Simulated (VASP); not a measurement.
# ZnS (I-4m2) in VASP: a series of runs, part 2 of 2

VASP 6.6.1.

## 5. Single point, PBE (strain -0.080 along x and y, +0.080 along z)

INCAR

```
SYSTEM = ZnS
PREC     = Accurate       ! precision mode
ENCUT    = 520            ! plane-wave cutoff, eV
EDIFF    = 1E-7           ! SCF threshold, eV
ISMEAR   = 0              ! smearing method
SIGMA    = 0.05           ! smearing width, eV
LREAL    = .False.        ! projectors in reciprocal space
LASPH    = .True.         ! aspherical terms in the spheres
NELM     = 100            ! most SCF steps
ALGO     = Normal         ! electronic algorithm
ISIF     = 2              ! what is computed and relaxed
LWAVE    = .False.        ! write WAVECAR
LCHARG   = .False.        ! write CHGCAR
GGA      = PE             ! functional
NBANDS   = 16             ! bands
```

KPOINTS

```
Automatic mesh
0
Gamma
  10 10 10
  0 0 0
```

POSCAR

```
ZnS
1.0
    0.0000000000      2.4882780000      2.9210220000
    2.4882780000      0.0000000000      2.9210220000
    2.4882780000      2.4882780000      0.0000000000
Zn S
1 1
Direct
    0.0000000000      0.0000000000      0.0000000000
    0.7500000000      0.7500000000      0.7500000000
```

Started as:

```sh
cat potpaw_PBE.64/Zn/POTCAR potpaw_PBE.64/S/POTCAR > POTCAR
mpirun -np 1 vasp_std > vasp.out
```

Run time: 85 s. Hardware: 1 thread of Intel Xeon 6975P-C, shared host; peak memory 0.2 GiB.

It converged, with:

```
Free energy            : -6.6449 eV
Pressure               : 9.0 GPa
Band gap on the k mesh : 2.12 eV, direct
```

Stress tensor (GPa, compression positive):
```
11.78  0.00  0.00
 0.00 11.78  0.00
 0.00  0.00  3.48
```

Levels at points of the mesh, in eV from the valence-band top:
| k point | band 7 | band 8 | band 9 | band 10 | band 11 | band 12 |
| --- | --- | --- | --- | --- | --- | --- |
| (0.00, 0.00, 0.00) | -0.82 | 0.00 | 0.00 | 2.12 | 6.23 | 6.30 |
| (0.50, 0.00, 0.00) | -5.89 | -1.73 | -0.67 | 2.77 | 6.53 | 7.49 |
| (0.50, 0.50, 0.00) | -5.72 | -2.09 | -2.09 | 3.73 | 4.87 | 10.02 |
| (0.50, 0.00, 0.50) | -4.73 | -3.17 | -2.78 | 2.70 | 3.36 | 10.81 |

Caveat: the cell differs from its parent crystal (strain -0.080 along x and y, +0.080 along z).

## 6. Single point, PBE (strain +0.000 along x and y, -0.080 along z)

INCAR

```
ALGO = Normal
EDIFF = 1E-6
ENCUT = 520
GGA = PE
ISIF = 2
ISMEAR = 0
LASPH = True
LCHARG = False
LREAL = False
LWAVE = False
NBANDS = 16
NELM = 60
PREC = Accurate
SIGMA = 0.05
```

KPOINTS

```
k-points
0
Gamma
  10 10 10
```

POSCAR

```
ZnS
1.0
    0.0000000000      2.7046500000      2.4882780000
    2.7046500000      0.0000000000      2.4882780000
    2.7046500000      2.7046500000      0.0000000000
Zn S
1 1
Direct
    0.0000000000      0.0000000000      0.0000000000
    0.7500000000      0.7500000000      0.7500000000
```

Potentials or basis: VASP PAW PBE potentials, release 64 (Zn, S).

Started as:

```sh
cat potpaw_PBE.64/Zn/POTCAR potpaw_PBE.64/S/POTCAR > POTCAR
mpirun -np 1 vasp_std > vasp.out
```

OUTCAR:

```text
EDIFF = 1E-6
   ENCUT = 520
   GGA = PE
   ISIF = 2
   ISMEAR = 0
   LASPH = True
   LREAL = False
   NELM = 60
   PREC = Accurate

 ion  position               nearest neighbor table
   1  0.000  0.000  0.000-   2 2.28   2 2.28   2 2.28   2 2.28
   2  0.750  0.750  0.750-   1 2.28   1 2.28   1 2.28   1 2.28

  LATTYP: Found a body centered tetragonal cell.
 ALAT       =     3.8249527115
 C/A-ratio  =     1.3010764774

  Lattice vectors:

 A1 = (   0.0000000000,  -2.7046500000,  -2.4882780000)
[... 191 lines left out ...]
      6      -3.1875      2.00000
[... 433 lines left out ...]
      3      -3.5308      2.00000
      4      -3.5204      2.00000
      5      -3.1285      2.00000
      6      -3.1268      2.00000
[... 8 lines left out ...]
     15      16.2076      0.00000
     16      19.4228      0.00000

 [... further k-points ...]
[... 5 lines left out ...]
  --------------------------------------------------------------------------------------
  -------------------------------------------------------------------------------------
  Total        1.8287418      1.8287418      2.3832579      0.0000000      0.0000000      0.0000000
  in kB       80.4844409     80.4844409    104.8891557      0.0000000      0.0000000      0.0000000
  external PRESSURE =      88.6193458 kB  Pullay stress =       0.0000000 kB

 VOLUME and BASIS-vectors are now :
 -----------------------------------------------------------------------------
  energy-cutoff  :      520.00
  volume of cell :       36.40
      direct lattice vectors                 reciprocal lattice vectors
     0.000000000  2.704650000  2.488278000    -0.184866803  0.184866803  0.200942178
     2.704650000  0.000000000  2.488278000     0.184866803 -0.184866803  0.200942178
     2.704650000  2.704650000  0.000000000     0.184866803  0.184866803 -0.200942178

 POSITION                                       TOTAL-FORCE (eV/Angst)
 -----------------------------------------------------------------------------------
      0.00000      0.00000      0.00000        -0.000000     -0.000000      0.000000
      4.05697      4.05697      3.73242         0.000000      0.000000      0.000000
 -----------------------------------------------------------------------------------
    total drift:                               -0.000004     -0.000004      0.000002

  FREE ENERGIE OF THE ION-ELECTRON SYSTEM (eV)
  ---------------------------------------------------
  free  energy   TOTEN  =        -6.7313555999 eV

  energy  without entropy=       -6.7313555999  energy(sigma->0) =       -6.73135560
```

OSZICAR:

```text
N       E                     dE             d eps       ncg     rms          rms(c)
DAV:   1     0.885063495636E+02    0.88506E+02   -0.91061E+03  3296   0.139E+03
DAV:   2    -0.152685614158E+01   -0.90033E+02   -0.84065E+02  3792   0.261E+02
DAV:   3    -0.711502512295E+01   -0.55882E+01   -0.55662E+01  3928   0.638E+01
DAV:   4    -0.717058464034E+01   -0.55560E-01   -0.55547E-01  4136   0.654E+00
DAV:   5    -0.717119889725E+01   -0.61426E-03   -0.61425E-03  4112   0.668E-01    0.799E+00
DAV:   6    -0.675613952595E+01    0.41506E+00   -0.75278E-01  4840   0.316E+01    0.615E+00
DAV:   7    -0.673200826576E+01    0.24131E-01   -0.28122E-01  4008   0.503E+00    0.304E+00
DAV:   8    -0.673112343210E+01    0.88483E-03   -0.62655E-03  4496   0.125E+00    0.813E-01
DAV:   9    -0.673121353532E+01   -0.90103E-04   -0.15232E-03  4008   0.306E-01    0.858E-02
DAV:  10    -0.673132492775E+01   -0.11139E-03   -0.15857E-04  4296   0.983E-02    0.522E-02
DAV:  11    -0.673135521014E+01   -0.30282E-04   -0.48720E-05  3712   0.566E-02    0.207E-02
DAV:  12    -0.673135559987E+01   -0.38974E-06   -0.21295E-06  4224   0.197E-02
   1 F= -.67313556E+01 E0= -.67313556E+01  d E =-.102245E-11
```

It used 44 s of CPU time on 1 thread of Intel Xeon 6975P-C, with other jobs on the host.

What came out:

- Free energy: -6.7314 eV
- Pressure: 8.9 GPa
- Band gap on the k mesh: 2.29 eV, direct

Stress tensor (GPa, compression positive):
```
 8.05  0.00  0.00
 0.00  8.05  0.00
 0.00  0.00 10.49
```

Levels at points of the mesh, in eV from the valence-band top:
```tsv
k point	band 6	band 7	band 8	band 9	band 10	band 11	band 12	band 13
(0.00, 0.00, 0.00)	-6.24	-0.26	-0.26	0.00	2.29	6.21	6.21	6.24
(0.50, 0.00, 0.00)	-6.07	-5.91	-1.38	-0.92	3.19	6.34	7.25	9.05
(0.50, 0.50, 0.00)	-5.90	-4.69	-2.98	-2.98	2.77	3.32	12.05	12.23
(0.50, 0.00, 0.50)	-6.07	-5.18	-2.60	-2.40	3.23	4.19	11.02	11.85
```

Caveat: the cell differs from its parent crystal (strain +0.000 along x and y, -0.080 along z). A k mesh can miss the band edges.

## 7. Single point, PBE (strain +0.000 along x and y, -0.040 along z)

INCAR

```
SYSTEM = ZnS
ALGO = Normal ; EDIFF = 1E-7
ENCUT = 520 ; GGA = PE
ISIF = 2 ; ISMEAR = 0
LASPH = .TRUE. ; LCHARG = .FALSE.
LREAL = .FALSE. ; LWAVE = .FALSE.
NBANDS = 16 ; NELM = 100
PREC = Accurate ; SIGMA = 0.05
```

KPOINTS

```
k-points
0
G
  10 10 10
  0 0 0
```

POSCAR

```
ZnS
1.0
    0.0000000000      2.7046500000      2.5964640000
    2.7046500000      0.0000000000      2.5964640000
    2.7046500000      2.7046500000      0.0000000000
Zn S
1 1
Direct
    0.0000000000      0.0000000000      0.0000000000
    0.7500000000      0.7500000000      0.7500000000
```

Started as:

```sh
cat potpaw_PBE.64/Zn/POTCAR potpaw_PBE.64/S/POTCAR > POTCAR
mpirun -np 1 vasp_std > vasp.out
```

It used 44 s of CPU time on 1 thread of Intel Xeon 6975P-C, on a shared host.

Results (log left out):

| Property | Result |
| --- | --- |
| Free energy | -6.8122 eV |
| Pressure | 4.9 GPa |
| Band gap on the k mesh | 2.19 eV, direct |

Stress tensor (GPa, compression positive):
```
4.40 0.00 0.00
0.00 4.40 0.00
0.00 0.00 5.84
```

Levels at points of the mesh, in eV from the valence-band top:
| k point | band 6 | band 7 | band 8 | band 9 | band 10 | band 11 | band 12 | band 13 |
| --- | --- | --- | --- | --- | --- | --- | --- | --- |
| (0.00, 0.00, 0.00) | -6.03 | -0.13 | -0.13 | 0.00 | 2.19 | 6.29 | 6.29 | 6.30 |
| (0.50, 0.00, 0.00) | -5.83 | -5.62 | -1.12 | -0.90 | 3.27 | 6.64 | 7.03 | 8.94 |
| (0.50, 0.50, 0.00) | -5.76 | -4.63 | -2.59 | -2.59 | 3.09 | 3.71 | 11.47 | 12.08 |
| (0.50, 0.00, 0.50) | -5.83 | -4.87 | -2.41 | -2.32 | 3.31 | 4.12 | 10.99 | 11.95 |

Caveat: the cell differs from its parent crystal (strain +0.000 along x and y, -0.040 along z).

## 8. The runs side by side

| cell | gap on the mesh (eV) | pressure (GPa) |
| --- | --- | --- |
| a = 3.675, b = 3.675, c = 3.519 Å, angles 61.4, 61.4, 57.2°, 2 atoms | 2.70 | 19.4 |
| a = 3.596, b = 3.596, c = 3.672 Å, angles 59.3, 59.3, 61.4°, 2 atoms | 2.71 | 19.4 |
| a = 3.755, b = 3.755, c = 3.519 Å, angles 62.1, 62.1, 55.9°, 2 atoms | 2.43 | 13.7 |
| a = 3.837, b = 3.837, c = 3.519 Å, angles 62.7, 62.7, 54.6°, 2 atoms | 2.12 | 9.0 |
| a = 3.675, b = 3.675, c = 3.825 Å, angles 58.6, 58.6, 62.7°, 2 atoms | 2.29 | 8.9 |
| a = 3.749, b = 3.749, c = 3.825 Å, angles 59.3, 59.3, 61.3°, 2 atoms | 2.19 | 4.9 |

Alike in all rows: task single point; level PBE; potentials or basis VASP PAW PBE potentials, release 64 (Zn, S); no spin polarisation; k mesh 10 × 10 × 10; cutoff (eV) 520; smearing gaussian 0.05 eV.

Total energies depend on the potentials used, so only differences within one code and one set of settings carry meaning.
